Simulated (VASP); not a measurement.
ZnS (rocksalt type), 2 atoms in the cell. Symmetry: Fm-3m, No. 225, cubic system. The conventional cell has a = 5.187 Å, b = 5.187 Å, c = 5.187 Å, α = 90.00°, β = 90.00°, γ = 90.00°. Zn (site symmetry m-3m) has 6 S at 2.59 Å within 3.4 Å. Within 3.4 Å of S (site symmetry m-3m) lie 6 Zn at 2.59 Å.  This cell differs from its parent crystal: volume scaled by 1.05.

| Quantity | Value |
| --- | --- |
| Program | VASP 6.6.1 |
| Task | single point |
| Functional | PBE |
| Potentials or basis | VASP PAW PBE potentials, release 64 (Zn, S) |
| Cutoff | 520 eV |
| k mesh | 15 × 15 × 15 |
| Occupations | fermi-dirac, width 0.05 eV |
| Spin | no spin polarisation |
| Dipole correction | no |
| Further INCAR settings | ALGO = Normal; EDIFF = 1e-06; NBANDS = 16 |

Potentials or basis: VASP PAW PBE potentials, release 64 (Zn, S).

Command:

```console
$ cat potpaw_PBE.64/Zn/POTCAR potpaw_PBE.64/S/POTCAR > POTCAR
$ mpirun -np 1 vasp_std > vasp.out
```

Hardware: 1 thread of Intel(R) Xeon(R) 6975P-C (Granite Rapids), with other jobs on the host.

Problem. How long does it take, and how much memory?

Solution. Wall time 45 s on 1 thread of Intel(R) Xeon(R) 6975P-C (Granite Rapids), on a shared host, peak memory 0.19 GiB. Counts: scf iterations 12, k points 120.
